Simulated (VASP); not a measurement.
# ZnO (P6_3mc) in VASP: a series of runs

The runs below take ZnO through single point, relaxation of the atoms, with PBE.

All numbers are computed with VASP 6.6.1; they aren't measurements. Logs are shortened: lines on timing, memory, paths and dates and some standing lists are left out, and cuts for length are marked.

### 1 The cell of the first run

Symmetry: P6_3mc, No. 186, hexagonal system. The conventional cell has a = 3.250 Å, b = 3.250 Å, c = 5.207 Å, α = 90.00°, β = 90.00°, γ = 120.00°. Zn (site symmetry 3m) has 4 O at 1.98 Å within 2.6 Å. Within 2.6 Å of O (site symmetry 3m) lie 4 Zn at 1.98 Å.

### 2 Single point, PBE

INCAR reads:

```
PREC     = Accurate       # precision mode
ENCUT    = 520            # plane-wave cutoff, eV
EDIFF    = 1E-7           # SCF threshold, eV
ISMEAR   = 0              # smearing method
SIGMA    = 0.05           # smearing width, eV
LREAL    = F              # projectors in reciprocal space
LASPH    = T              # aspherical terms in the spheres
NELM     = 80             # most SCF steps
ALGO     = Normal         # electronic algorithm
ISIF     = 2              # what is computed and relaxed
LWAVE    = F              # write WAVECAR
LCHARG   = F              # write CHGCAR
GGA      = PE             # functional
NBANDS   = 26             # bands
```

KPOINTS reads:

```
Automatic mesh
0
Gamma
  8 8 5
```

POSCAR reads:

```
ZnO
1.0
    3.2499999987      0.0000000000      0.0000000000
   -1.6249999993      2.8145825611      0.0000000000
    0.0000000000      0.0000000000      5.2070000000
Zn O
2 2
Direct
    0.3333333333      0.6666666667      0.0004777308
    0.6666666667      0.3333333333      0.5004777308
    0.3333333333      0.6666666667      0.3815222692
    0.6666666667      0.3333333333      0.8815222692
```

Potentials or basis: VASP PAW PBE potentials, release 64 (Zn, O).

Launch:

```bash
> cat potpaw_PBE.64/Zn/POTCAR potpaw_PBE.64/O/POTCAR > POTCAR
> mpirun -np 1 vasp_std > vasp.out
```

OUTCAR:

```text
PREC = Accurate
   ENCUT = 520
   EDIFF = 1E-7
   ISMEAR = 0
   LREAL = F
   LASPH = T
   NELM = 80
   ISIF = 2
   GGA = PE

 ion  position               nearest neighbor table
   1  0.333  0.667  0.000-   4 1.98   4 1.98   4 1.98   3 1.98
   2  0.667  0.333  0.500-   3 1.98   3 1.98   3 1.98   4 1.98
   3  0.333  0.667  0.382-   2 1.98   2 1.98   2 1.98   1 1.98
   4  0.667  0.333  0.882-   1 1.98   1 1.98   1 1.98   2 1.98

  LATTYP: Found a hexagonal cell.
 ALAT       =     3.2499999987
 C/A-ratio  =     1.6021538468

  Lattice vectors:

 A1 = (   3.2499999987,   0.0000000000,   0.0000000000)
 A2 = (  -1.6249999993,   2.8145825611,   0.0000000000)
 A3 = (   0.0000000000,   0.0000000000,   5.2070000000)

Analysis of symmetry for initial positions (statically):
=====================================================================
 Subroutine PRICEL returns:
 Original cell was already a primitive cell.

 Routine SETGRP: Setting up the symmetry group for a
 hexagonal supercell.

 Subroutine GETGRP returns: Found 12 space group operations
 (whereof  6 operations were pure point group operations)
 out of a pool of 24 trial point group operations.

The static configuration has the point symmetry C_3v.
 The point group associated with its full space group is C_6v.

Analysis of symmetry for dynamics (positions and initial velocities):
=====================================================================
 Subroutine PRICEL returns:
 Original cell was already a primitive cell.

 Routine SETGRP: Setting up the symmetry group for a
 hexagonal supercell.

 Subroutine GETGRP returns: Found 12 space group operations
 (whereof  6 operations were pure point group operations)
 out of a pool of 24 trial point group operations.

The dynamic configuration has the point symmetry C_3v.
 The point group associated with its full space group is C_6v.

 Subroutine INISYM returns: Found 12 space group operations
 (whereof  6 operations are pure point group operations),
 and found     1 'primitive' translations

----------------------------------------------------------------------------------------

                                     Primitive cell

  volume of cell :      47.6305

  direct lattice vectors                    reciprocal lattice vectors
     3.249999999  0.000000000  0.000000000     0.307692308  0.177646237  0.000000000
    -1.624999999  2.814582561  0.000000000     0.000000000  0.355292473  0.000000000
     0.000000000  0.000000000  5.207000000     0.000000000  0.000000000  0.192049165

  length of vectors
     3.249999999  3.249999999  5.207000000     0.355292473  0.355292473  0.192049165

  position of ions in fractional coordinates (direct lattice)
     0.333333333  0.666666667  0.000477731
     0.666666667  0.333333333  0.500477731
     0.333333333  0.666666667  0.381522269
     0.666666667  0.333333333  0.881522269

  ion indices of the primitive-cell ions
   primitive index   ion index
                 1           1
                 2           2
                 3           3
                 4           4

----------------------------------------------------------------------------------------

 KPOINTS: Automatic mesh

Automatic generation of k-mesh.
 Grid dimensions read from file:
 generate k-points for:    8    8    5

 Generating k-lattice:

  Cartesian coordinates                     Fractional coordinates (reciprocal lattice)
     0.038461538  0.022205780  0.000000000     0.125000000  0.000000000  0.000000000
     0.000000000  0.044411559  0.000000000     0.000000000  0.125000000  0.000000000
     0.000000000  0.000000000  0.038409833     0.000000000  0.000000000  0.200000000

  Length of vectors
     0.044411559  0.044411559  0.038409833

  Shift w.r.t. Gamma in fractional coordinates (k-lattice)
     0.000000000  0.000000000  0.000000000

 Subroutine IBZKPT returns following result:
 ===========================================

 Found     30 irreducible k-points:

 Following reciprocal coordinates:
            Coordinates               Weight
  0.000000  0.000000  0.000000      1.000000
  0.125000 -0.000000  0.000000      6.000000
  0.250000 -0.000000  0.000000      6.000000
  0.375000  0.000000  0.000000      6.000000
  0.500000 -0.000000  0.000000      3.000000
  0.125000  0.125000  0.000000      6.000000
[... 16 lines left out ...]
  0.250000 -0.000000  0.400000     12.000000
  0.375000  0.000000  0.400000     12.000000
 [... further k-points ...]
   k-points           NKPTS =     30   k-points in BZ     NKDIM =     30   number of bands    NBANDS=     26
   number of dos      NEDOS =    301   number of ions     NIONS =      4
   total plane-waves  NPLWV =  23040
   dimension x,y,z NGX =    24 NGY =   24 NGZ =   40
   dimension x,y,z NGXF=    48 NGYF=   48 NGZF=   80
   ions per type =               2   2
   NGX,Y,Z   is equivalent  to a cutoff of  12.28, 12.28, 12.77 a.u.
   NGXF,Y,Z  is equivalent  to a cutoff of  24.55, 24.55, 25.54 a.u.
 SYSTEM =  unknown system
   PREC   = accura    normal or accurate (medium, high low for compatibility)
   ISTART =      0    job   : 0-new  1-cont  2-samecut
   ICHARG =      2    charge: 1-file 2-atom 10-const
   ISPIN  =      1    spin polarized calculation?
   LNONCOLLINEAR =      F non collinear calculations
   LSORBIT =      F    spin-orbit coupling
   LASPH  =      T    aspherical Exc in radial PAW
   ENCUT  =  520.0 eV  38.22 Ry    6.18 a.u.   6.04  6.04  9.68*2*pi/ulx,y,z
   NELM   =     80;   NELMIN=  2; NELMDL= -5     # of ELM steps
   EDIFF  = 0.1E-06   stopping-criterion for ELM
   LREAL  =      F    real-space projection
   EDIFFG = 0.1E-05   stopping-criterion for IOM
   NSW    =      0    number of steps for IOM
   IBRION =     -1    ionic relax: 0-MD 1-quasi-New 2-CG
   NFREE  =      0    steps in history (QN), initial steepest desc. (CG)
   ISIF   =      2    stress and relaxation
   ISYM   =      2    0-nonsym 1-usesym 2-fastsym
   POTIM  = 0.5000    time-step for ionic-motion
   TEBEG  =    0.0;   TEEND  =   0.0 temperature during run
   PSTRESS=    0.0 pullay stress
   NELECT =      36.0000    total number of electrons
   NUPDOWN=      -1.0000    fix difference up-down
   EMIN   =  10.00;   EMAX   =-10.00  energy-range for DOS
   EFERMI =   0.00;   METHOD = LEGACY
   ISMEAR =     0;   SIGMA  =   0.05  broadening in eV -4-tet -1-fermi 0-gaus
   EFERMI_NEDOS =   21; number of points for ismear=-14 and -15
   IALGO  =     38    algorithm
   IMIX   =      4    mixing-type and parameters
     AMIX     =   0.40;   BMIX     =  1.00
     AMIX_MAG =   1.60;   BMIX_MAG =  1.00
  volume/ion in A,a.u.               =      11.91        80.36
  Fermi-wavevector in a.u.,A,eV,Ry     =   1.491239  2.818034 30.256565  2.223795
  Thomas-Fermi vector in A             =   2.603920
   LORBIT       =      0    0 simple, 1 ext, 2 COOP (PROOUT), +10 PAW based schemes
   GGA     = PE    functional components
   LHFCALC =     F    Hartree Fock is set to
   AEXX    =    0.0000 exact exchange contribution
   IVDW    =     0    specifies the selected vdW correction
   LEPSILON=     F    determine dielectric tensor
   LRPA    =     F    only Hartree local field effects (RPA)
 non-spin polarized calculation
 Gauss-broadening in eV      SIGMA  =   0.05
  energy-cutoff  :      520.00
  volume of cell :       47.63
 maximum number of plane-waves:      1299
   NGX = 13   NGY = 13   NGZ = 19

 number of electron      36.0000018 magnetization

 Free energy of the ion-electron system (eV)
  ---------------------------------------------------
  ext. energy  EPLUGINS =         0.00000000
  ---------------------------------------------------
  free energy    TOTEN  =       -17.82397881 eV

  energy without entropy =      -17.82397881  energy(sigma->0) =      -17.82397881

 E-fermi :   1.4378     XC(G=0): -10.9077

 val. band max:        1.1983361015   @ k =   0.0000   0.0000   0.0000
 cond. band min:       1.9859907157   @ k =   0.0000   0.0000   0.0000
 fundamental gap:      0.7876546142
 Fermi energy:         1.4378294643

 k-point     1 :       0.0000    0.0000    0.0000
  band No.  band energies     occupation
      1     -16.8875      2.00000
      2     -16.1592      2.00000
      3      -4.4990      2.00000
      4      -4.4990      2.00000
      5      -4.4283      2.00000
      6      -4.4131      2.00000
[... 18 lines left out ...]
     25      15.3097      0.00000
     26      15.3097      0.00000

 k-point     2 :       0.1250   -0.0000    0.0000
  band No.  band energies     occupation
      1     -16.8034      2.00000
      2     -16.1227      2.00000
      3      -4.5926      2.00000
      4      -4.4494      2.00000
      5      -4.3841      2.00000
      6      -4.3357      2.00000
[... 18 lines left out ...]
     25      15.4428      0.00000
     26      15.4836      0.00000

 k-point     3 :       0.2500   -0.0000    0.0000
  band No.  band energies     occupation
      1     -16.5857      2.00000
      2     -16.0415      2.00000
      3      -4.7535      2.00000
      4      -4.4079      2.00000
      5      -4.3408      2.00000
      6      -4.2106      2.00000
[... 18 lines left out ...]
     25      14.5399      0.00000
     26      15.3887      0.00000

 k-point     4 :       0.3750    0.0000    0.0000
  band No.  band energies     occupation
      1     -16.3345      2.00000
      2     -15.9835      2.00000
      3      -4.7940      2.00000
      4      -4.4690      2.00000
      5      -4.2582      2.00000
      6      -4.0061      2.00000
[... 18 lines left out ...]
     25      14.5632      0.00000
     26      15.3087      0.00000

 k-point     5 :       0.5000   -0.0000    0.0000
  band No.  band energies     occupation
      1     -16.2049      2.00000
      2     -15.9813      2.00000
      3      -4.7227      2.00000
      4      -4.5328      2.00000
      5      -4.2336      2.00000
      6      -3.8633      2.00000
[... 18 lines left out ...]
     25      14.4250      0.00000
     26      15.4183      0.00000

 k-point     6 :       0.1250    0.1250    0.0000
  band No.  band energies     occupation
      1     -16.6520      2.00000
      2     -16.0639      2.00000
      3      -4.6736      2.00000
      4      -4.4589      2.00000
      5      -4.3149      2.00000
      6      -4.3041      2.00000
[... 427 lines left out ...]
 k-point    21 :       0.0000    0.0000    0.4000
  band No.  band energies     occupation
      1     -16.6446      2.00000
      2     -16.4195      2.00000
      3      -4.7001      2.00000
      4      -4.6469      2.00000
      5      -4.4570      2.00000
      6      -4.4570      2.00000
[... 18 lines left out ...]
     25      14.5340      0.00000
     26      14.5340      0.00000

 k-point    22 :       0.1250   -0.0000    0.4000
  band No.  band energies     occupation
      1     -16.5745      2.00000
      2     -16.3641      2.00000
      3      -4.7382      2.00000
      4      -4.7195      2.00000
      5      -4.4000      2.00000
      6      -4.3950      2.00000
[... 18 lines left out ...]
     25      14.3225      0.00000
     26      14.6662      0.00000

 k-point    23 :       0.2500   -0.0000    0.4000
  band No.  band energies     occupation
      1     -16.3981      2.00000
      2     -16.2297      2.00000
      3      -4.8600      2.00000
      4      -4.7955      2.00000
      5      -4.2626      2.00000
      6      -4.2543      2.00000
[... 18 lines left out ...]
     25      14.6194      0.00000
     26      14.8598      0.00000

 k-point    24 :       0.3750    0.0000    0.4000
  band No.  band energies     occupation
      1     -16.2075      2.00000
      2     -16.0986      2.00000
      3      -4.9165      2.00000
      4      -4.8448      2.00000
      5      -4.1326      2.00000
      6      -4.0695      2.00000
[... 18 lines left out ...]
     25      14.7520      0.00000
     26      14.9858      0.00000

 [... further k-points ...]

------------------------ aborting loop because EDIFF is reached ----------------------------------------

  FORCE on cell =-STRESS in cart. coord.  units (eV):
  Direction    XX          YY          ZZ          XY          YZ          ZX
  --------------------------------------------------------------------------------------
  -------------------------------------------------------------------------------------
  Total        1.6716877      1.6716877      1.8771976      0.0000000     -0.0000000      0.0000000
  in kB       56.2316465     56.2316465     63.1445168      0.0000000     -0.0000000      0.0000000
  external PRESSURE =      58.5359366 kB  Pullay stress =       0.0000000 kB

 VOLUME and BASIS-vectors are now :
 -----------------------------------------------------------------------------
  energy-cutoff  :      520.00
  volume of cell :       47.63
      direct lattice vectors                 reciprocal lattice vectors
     3.249999999  0.000000000  0.000000000     0.307692308  0.177646237  0.000000000
    -1.624999999  2.814582561  0.000000000     0.000000000  0.355292473  0.000000000
     0.000000000  0.000000000  5.207000000     0.000000000  0.000000000  0.192049165

 POSITION                                       TOTAL-FORCE (eV/Angst)
 -----------------------------------------------------------------------------------
     -0.00000      1.87639      0.00249         0.000000     -0.000000      0.000716
      1.62500      0.93819      2.60599         0.000000     -0.000000      0.000716
     -0.00000      1.87639      1.98659        -0.000000     -0.000000     -0.000716
      1.62500      0.93819      4.59009        -0.000000      0.000000     -0.000716
 -----------------------------------------------------------------------------------
    total drift:                               -0.000000     -0.000000      0.001212

  FREE ENERGIE OF THE ION-ELECTRON SYSTEM (eV)
  ---------------------------------------------------
  free  energy   TOTEN  =       -17.8239788119 eV

  energy  without entropy=      -17.8239788119  energy(sigma->0) =      -17.82397881
```

Wall time 51 s (1 thread of Intel Xeon 8259CL, shared host); peak memory 0.17 GiB.

Results:

| Property | Result |
| --- | --- |
| Free energy | -17.8240 eV |
| Pressure | 5.9 GPa |
| Band gap on the k mesh | 0.79 eV |

Caveat: the cell stands under pressure.

(Continued in part 2 of 2.)
